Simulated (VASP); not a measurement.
# MgS (F-43m) in VASP: G0W0 quasiparticle levels with r2SCAN

Aim: the G0W0 quasiparticle levels of MgS with r2SCAN.

Program: VASP 6.6.1. These are calculated values, not measurements. Logs are shortened: lines on timing, memory, paths and dates and some standing lists are left out, and cuts for length are marked.

### Step 1. The cell of the first run

Symmetry: F-43m, No. 216, cubic system. The conventional cell has a = 5.662 Å, b = 5.662 Å, c = 5.662 Å, α = 90.00°, β = 90.00°, γ = 90.00°. Within 3.2 Å of Mg (site symmetry -43m) lie 4 S at 2.45 Å. Within 3.2 Å of S (site symmetry -43m) lie 4 Mg at 2.45 Å.

### Step 2. G0W0 quasiparticle levels, r2SCAN

File POSCAR:

```
MgS
1.0
    0.0000000000      2.8308768412      2.8308768412
    2.8308768412      0.0000000000      2.8308768412
    2.8308768412      2.8308768412      0.0000000000
Mg S
1 1
Direct
    0.0000000000      0.0000000000      0.0000000000
    0.2500000000      0.2500000000      0.2500000000
```

File INCAR.step1:

```
SYSTEM = MgS
  PREC = Accurate
  ENCUT = 500
  EDIFF = 1E-8
  ISMEAR = 0
  SIGMA = 0.01
  LREAL = .FALSE.
  LASPH = .TRUE.
  NELM = 60
  ALGO = Normal
  LWAVE = .TRUE.
  LCHARG = .FALSE.
  METAGGA = R2SCAN
  LMIXTAU = .TRUE.
```

File INCAR.step2:

```
SYSTEM = MgS
  PREC = Accurate
  ENCUT = 500
  EDIFF = 1E-8
  ISMEAR = 0
  SIGMA = 0.01
  LREAL = .FALSE.
  LASPH = .TRUE.
  NELM = 1
  ALGO = Exact
  LWAVE = .TRUE.
  LCHARG = .FALSE.
  METAGGA = R2SCAN
  LMIXTAU = .TRUE.
  NBANDS = 107
  LOPTICS = .TRUE.
  ISTART = 1
```

File INCAR.step3:

```
SYSTEM = MgS
  PREC = Accurate
  ENCUT = 500
  EDIFF = 1E-8
  ISMEAR = 0
  SIGMA = 0.01
  LREAL = .FALSE.
  LASPH = .TRUE.
  ALGO = EVGW0
  LWAVE = .FALSE.
  LCHARG = .FALSE.
  METAGGA = R2SCAN
  LMIXTAU = .TRUE.
  NELMGW = 1
  NBANDS = 107
  ENCUTGW = 100.0
  NOMEGA = 96
  PRECFOCK = Fast
  ISTART = 1
  NBANDSGW = 12
  OMEGAMAX = 20
```

File KPOINTS:

```
regular mesh
0
G
  6 6 6
  0 0 0
```

Potentials or basis: VASP PAW PBE potentials, release 64 (Mg_GW, S_GW).

On the command line:

```
$ cat potpaw_PBE.64/Mg_GW/POTCAR potpaw_PBE.64/S_GW/POTCAR > POTCAR
$ cp INCAR.step1 INCAR
$ mpirun -np 1 vasp_std > vasp.out
$ cp INCAR.step2 INCAR
$ mpirun -np 1 vasp_std > vasp.out
$ cp INCAR.step3 INCAR
$ mpirun -np 1 vasp_std > vasp.out
```

OUTCAR:

```text
SYSTEM = MgS
   PREC = Accurate
   ENCUT = 500
   EDIFF = 1E-8
   ISMEAR = 0
   LREAL = .FALSE.
   LASPH = .TRUE.
   METAGGA = R2SCAN
   NELMGW = 1
   ENCUTGW = 100.0
   PRECFOCK = Fast
   ISTART = 1

 ion  position               nearest neighbor table
   1  0.000  0.000  0.000-   2 2.45   2 2.45   2 2.45   2 2.45
   2  0.250  0.250  0.250-   1 2.45   1 2.45   1 2.45   1 2.45

  LATTYP: Found a face centered cubic cell.
 ALAT       =     5.6617536824

  Lattice vectors:

 A1 = (   0.0000000000,   2.8308768412,   2.8308768412)
 A2 = (   2.8308768412,   0.0000000000,   2.8308768412)
 A3 = (   2.8308768412,   2.8308768412,   0.0000000000)

Analysis of symmetry for initial positions (statically):
=====================================================================
 Subroutine PRICEL returns:
 Original cell was already a primitive cell.

 Routine SETGRP: Setting up the symmetry group for a
 face centered cubic supercell.

 Subroutine GETGRP returns: Found 24 space group operations
 (whereof 24 operations were pure point group operations)
 out of a pool of 48 trial point group operations.

The static configuration has the point symmetry T_d .

Analysis of symmetry for dynamics (positions and initial velocities):
=====================================================================
 Subroutine PRICEL returns:
 Original cell was already a primitive cell.

 Routine SETGRP: Setting up the symmetry group for a
 face centered cubic supercell.

 Subroutine GETGRP returns: Found 24 space group operations
 (whereof 24 operations were pure point group operations)
 out of a pool of 48 trial point group operations.

The dynamic configuration has the point symmetry T_d .

 Subroutine INISYM returns: Found 24 space group operations
 (whereof 24 operations are pure point group operations),
 and found     1 'primitive' translations

----------------------------------------------------------------------------------------

                                     Primitive cell

  volume of cell :      45.3725

  direct lattice vectors                    reciprocal lattice vectors
     0.000000000  2.830876841  2.830876841    -0.176623721  0.176623721  0.176623721
     2.830876841  0.000000000  2.830876841     0.176623721 -0.176623721  0.176623721
     2.830876841  2.830876841  0.000000000     0.176623721  0.176623721 -0.176623721

  length of vectors
     4.003464422  4.003464422  4.003464422     0.305921258  0.305921258  0.305921258

  position of ions in fractional coordinates (direct lattice)
     0.000000000  0.000000000  0.000000000
     0.250000000  0.250000000  0.250000000

  ion indices of the primitive-cell ions
   primitive index   ion index
                 1           1
                 2           2

----------------------------------------------------------------------------------------

 KPOINTS: regular mesh

Automatic generation of k-mesh.
 Grid dimensions read from file:
 generate k-points for:    6    6    6

 Generating k-lattice:

  Cartesian coordinates                     Fractional coordinates (reciprocal lattice)
    -0.029437287  0.029437287  0.029437287     0.166666667  0.000000000  0.000000000
     0.029437287 -0.029437287  0.029437287     0.000000000  0.166666667  0.000000000
     0.029437287  0.029437287 -0.029437287     0.000000000  0.000000000  0.166666667

  Length of vectors
     0.050986876  0.050986876  0.050986876

  Shift w.r.t. Gamma in fractional coordinates (k-lattice)
     0.000000000  0.000000000  0.000000000

 Subroutine IBZKPT returns following result:
 ===========================================

 Found     16 irreducible k-points:

 Following reciprocal coordinates:
            Coordinates               Weight
  0.000000  0.000000  0.000000      1.000000
  0.166667  0.000000  0.000000      8.000000
  0.333333  0.000000  0.000000      8.000000
  0.500000  0.000000  0.000000      4.000000
  0.166667  0.166667  0.000000      6.000000
  0.333333  0.166667  0.000000     24.000000
[... 8 lines left out ...]
 -0.333333  0.333333  0.166667     24.000000
 -0.333333  0.500000  0.166667     12.000000
   k-points           NKPTS =     16   k-points in BZ     NKDIM =    216   number of bands    NBANDS=    107
   number of dos      NEDOS =    301   number of ions     NIONS =      2
   total plane-waves  NPLWV =  27000
   dimension x,y,z NGX =    30 NGY =   30 NGZ =   30
   dimension x,y,z NGXF=    60 NGYF=   60 NGZF=   60
   ions per type =               1   1
   NGX,Y,Z   is equivalent  to a cutoff of  12.46, 12.46, 12.46 a.u.
   NGXF,Y,Z  is equivalent  to a cutoff of  24.92, 24.92, 24.92 a.u.
 SYSTEM =  MgS
   PREC   = accura    normal or accurate (medium, high low for compatibility)
   ISTART =      1    job   : 0-new  1-cont  2-samecut
   ICHARG =      0    charge: 1-file 2-atom 10-const
   ISPIN  =      1    spin polarized calculation?
   LNONCOLLINEAR =      F non collinear calculations
   LSORBIT =      F    spin-orbit coupling
   LASPH  =      T    aspherical Exc in radial PAW
   ENCUT  =  500.0 eV  36.75 Ry    6.06 a.u.   7.30  7.30  7.30*2*pi/ulx,y,z
   NELM   =     60;   NELMIN=  2; NELMDL=  0     # of ELM steps
   EDIFF  = 0.1E-07   stopping-criterion for ELM
   LREAL  =      F    real-space projection
   EDIFFG = 0.1E-06   stopping-criterion for IOM
   NSW    =      0    number of steps for IOM
   IBRION =     -1    ionic relax: 0-MD 1-quasi-New 2-CG
   NFREE  =      0    steps in history (QN), initial steepest desc. (CG)
   ISIF   =      0    stress and relaxation
   ISYM   =      3    0-nonsym 1-usesym 2-fastsym
   POTIM  = 0.5000    time-step for ionic-motion
   TEBEG  =    0.0;   TEEND  =   0.0 temperature during run
   PSTRESS=    0.0 pullay stress
   NELECT =       8.0000    total number of electrons
   NUPDOWN=      -1.0000    fix difference up-down
   EMIN   =  10.00;   EMAX   =-10.00  energy-range for DOS
   EFERMI =   0.00;   METHOD = LEGACY
   ISMEAR =     0;   SIGMA  =   0.01  broadening in eV -4-tet -1-fermi 0-gaus
   EFERMI_NEDOS =   21; number of points for ismear=-14 and -15
   IALGO  =     38    algorithm
   IMIX   =      4    mixing-type and parameters
     AMIX     =   0.40;   BMIX     =  1.00
     AMIX_MAG =   1.60;   BMIX_MAG =  1.00
  volume/ion in A,a.u.               =      22.69       153.09
  Fermi-wavevector in a.u.,A,eV,Ry     =   0.917995  1.734760 11.465842  0.842716
  Thomas-Fermi vector in A             =   2.043027
   LORBIT       =      0    0 simple, 1 ext, 2 COOP (PROOUT), +10 PAW based schemes
   METAGGA = R2SCAN    functional components
   LHFCALC =     T    Hartree Fock is set to
   PRECFOCK=fast      Normal, Fast or Accurate (Low or Medium for compatibility)
   ENCUT4O =  -1.0   cutoff for four orbital integrals eV
   NKREDX  =     1    reduce k-point grid by
   NKREDY  =     1    reduce k-point grid by
   NKREDZ  =     1    reduce k-point grid by
   AEXX    =    1.0000 exact exchange contribution
   HFSCREEN=    0.0000 screening length (either q_TF or 0.3 A-1)
   HFSCREENC=   0.0000 screening length for correlation (either q_TF or 0.3 A-1)
   ENCUTFOCK=  -1.0 apply spherical cutoff to Coloumb kernel
   IVDW    =     0    specifies the selected vdW correction
   LEPSILON=     F    determine dielectric tensor
   LRPA    =     F    only Hartree local field effects (RPA)
   LRPAFORCE           =     F    calculate RPA forces
   ENCUTGW             = 100.0    cutoff for response function in eV
   ENCUTGWSOFT         =  80.0    soft cutoff for Coulomb kernel in GW response function in eV
   ENCUTLF             =  -1.0    cutoff for local field effects
   NELMGW              =     1    number of iterations in solving QP/BSE equation
   NELMHF              =     1    number of iterations in the inner HF iteration
   NKREDLFX            =     1    NKREDLFY  =   1   NKREDLFZ  =   1
 non-spin polarized calculation
 Gauss-broadening in eV      SIGMA  =   0.01
  energy-cutoff  :      500.00
  volume of cell :       45.37
 maximum number of plane-waves:      1167
 NGX is ok and might be reduce to    30
  NGX = 18; NGY = 18; NGZ = 18
   NGX = 15   NGY = 15   NGZ = 15
 maximum number of plane-waves:       113
 NGX is ok and might be reduce to    16

 QP shifts <psi_nk| G(iteration)W_0 |psi_nk>: iteration 1
 for sc-GW calculations column KS-energies equals QP-energies in previous step
 and V_xc(KS)=  KS-energies - (<T + V_ion + V_H > + <T+V_H+V_ion>^1  + <V_x>^1)

 k-point   1 :       0.0000    0.0000    0.0000
  band No.  KS-energies  QP-energies   sigma(KS)   V_xc(KS)     V^pw_x(r,r')   Z            occupation Imag(sigma)

      1     -10.9670     -11.2146     -14.0030     -13.6473     -20.9014       0.6962       2.0000       1.3124
      2       0.7767      -0.1251     -14.3752     -13.2233     -16.1603       0.7830       2.0000       0.0391
      3       0.7767      -0.1251     -14.3752     -13.2233     -16.1603       0.7830       2.0000       0.0391
      4       0.7767      -0.1251     -14.3752     -13.2233     -16.1603       0.7830       2.0000       0.0391
      5       4.9138       5.2481      -7.4326      -7.8387      -4.2545       0.8233       0.0000      -0.0473
      6       9.3420      10.1058      -7.5442      -8.4916      -3.8677       0.8062       0.0000      -0.0624
      7       9.3420      10.1058      -7.5442      -8.4916      -3.8677       0.8062       0.0000      -0.0624
      8       9.3420      10.1058      -7.5442      -8.4916      -3.8677       0.8062       0.0000      -0.0624
      9      12.1687      13.0548      -8.0958      -9.2234      -3.9868       0.7859       0.0000      -0.1023
     10      12.1687      13.0548      -8.0958      -9.2234      -3.9868       0.7859       0.0000      -0.1023
     11      15.4785      15.3799      -6.0374      -5.9091      -1.3700       0.7690       0.0000      -0.2783
     12      15.5835      15.4591      -6.3960      -6.2362      -1.5353       0.7781       0.0000      -0.4933

 k-point   2 :       0.1667    0.0000    0.0000
  band No.  KS-energies  QP-energies   sigma(KS)   V_xc(KS)     V^pw_x(r,r')   Z            occupation Imag(sigma)

      1     -10.8121     -11.0393     -14.0859     -13.7619     -20.9599       0.7011       2.0000       1.2720
      2      -0.2665      -1.2766     -13.4422     -12.1397     -15.3577       0.7755       2.0000       0.0462
      3       0.6863      -0.2273     -14.3210     -13.1520     -16.1265       0.7815       2.0000       0.0395
      4       0.6863      -0.2273     -14.3210     -13.1520     -16.1265       0.7815       2.0000       0.0395
      5       5.8966       6.3046      -7.9025      -8.4023      -4.6428       0.8163       0.0000      -0.0498
      6       9.1132       9.8186      -7.6715      -8.5473      -4.0113       0.8055       0.0000      -0.0634
      7       9.5989      10.3558      -7.5646      -8.5063      -3.8277       0.8037       0.0000      -0.0655
      8       9.5989      10.3558      -7.5646      -8.5063      -3.8277       0.8037       0.0000      -0.0655
      9      11.5944      12.3499      -7.6863      -8.6452      -3.6474       0.7880       0.0000      -0.0950
     10      11.5944      12.3499      -7.6863      -8.6452      -3.6474       0.7880       0.0000      -0.0950
     11      14.3460      14.2640      -6.0509      -5.9458      -1.4416       0.7807       0.0000      -0.3167
     12      16.9848      16.9902      -6.5555      -6.5624      -1.6627       0.7839       0.0000      -0.4430
[... 196 lines left out ...]
      1     -10.0985     -10.2235     -14.5758     -14.3961     -21.3293       0.6956       2.0000       1.0679
      2      -1.7658      -2.9220     -12.7191     -11.1960     -15.0627       0.7591       2.0000       0.0675
      3      -0.8958      -1.9816     -13.2134     -11.8002     -15.3385       0.7684       2.0000       0.0547
      4      -0.1235      -1.1354     -13.6594     -12.3547     -15.6056       0.7756       2.0000       0.0452
      5       7.0224       7.5354      -7.1576      -7.7883      -3.7939       0.8133       0.0000      -0.0560
      6       8.4772       9.1037      -7.6690      -8.4437      -4.0753       0.8085       0.0000      -0.0608
      7       9.8885      10.6048      -8.2676      -9.1702      -4.4411       0.7937       0.0000      -0.0727
      8      10.7188      11.3604      -7.7205      -8.5362      -3.7288       0.7865       0.0000      -0.0866
      9      12.7787      13.3410      -7.7429      -8.4772      -3.2663       0.7657       0.0000      -0.1444
     10      14.6964      15.0105      -7.8391      -8.2533      -2.9831       0.7582       0.0000      -0.2946
     11      15.7313      16.4883      -8.8793      -9.8688      -3.9402       0.7650       0.0000      -0.3336
     12      17.7177      17.9155      -7.3027      -7.5536      -2.2784       0.7881       0.0000      -0.5655

 k-point  16 :      -0.3333    0.5000    0.1667
  band No.  KS-energies  QP-energies   sigma(KS)   V_xc(KS)     V^pw_x(r,r')   Z            occupation Imag(sigma)

      1     -10.0392     -10.1559     -14.6183     -14.4499     -21.3613       0.6931       2.0000       1.0486
      2      -1.7242      -2.8717     -12.8623     -11.3493     -15.2173       0.7584       2.0000       0.0674
      3      -0.7963      -1.8766     -13.3018     -11.8974     -15.4111       0.7692       2.0000       0.0531
      4      -0.4902      -1.5426     -13.3059     -11.9453     -15.3065       0.7735       2.0000       0.0485
      5       6.2077       6.6866      -7.0331      -7.6186      -3.8064       0.8179       0.0000      -0.0514
      6       8.2540       8.9485      -7.6907      -8.5456      -4.2160       0.8124       0.0000      -0.0563
      7      10.8697      11.3829      -7.3410      -7.9975      -3.2238       0.7817       0.0000      -0.0962
      8      10.9196      11.6174      -8.4934      -9.3860      -4.4529       0.7818       0.0000      -0.0861
      9      14.2907      14.5182      -7.7099      -8.0141      -2.7564       0.7477       0.0000      -0.2737
     10      15.2262      16.2263      -9.4700     -10.7891      -4.5973       0.7582       0.0000      -0.2588
     11      15.5409      15.8289      -8.1525      -8.5339      -3.1751       0.7549       0.0000      -0.3467
     12      16.4919      17.1887      -8.8205      -9.7288      -3.7832       0.7672       0.0000      -0.4136
```

It took 6.7 min on 1 thread of Intel Xeon 6975P-C (Granite Rapids), shared host; peak memory 0.73 GiB.

What came out:

```
Quasiparticle gap                                   : 5.37 eV
Least direct quasiparticle gap                      : 5.37 eV
Band gap of the starting levels on the mesh         : 4.14 eV
Least direct gap of the starting levels on the mesh : 4.14 eV
```

Caveat: bands, screening cutoff and mesh are small and nothing is extrapolated, so the quasiparticle values aren't converged; the structure was generated, so it needn't be the stable form of MgS.
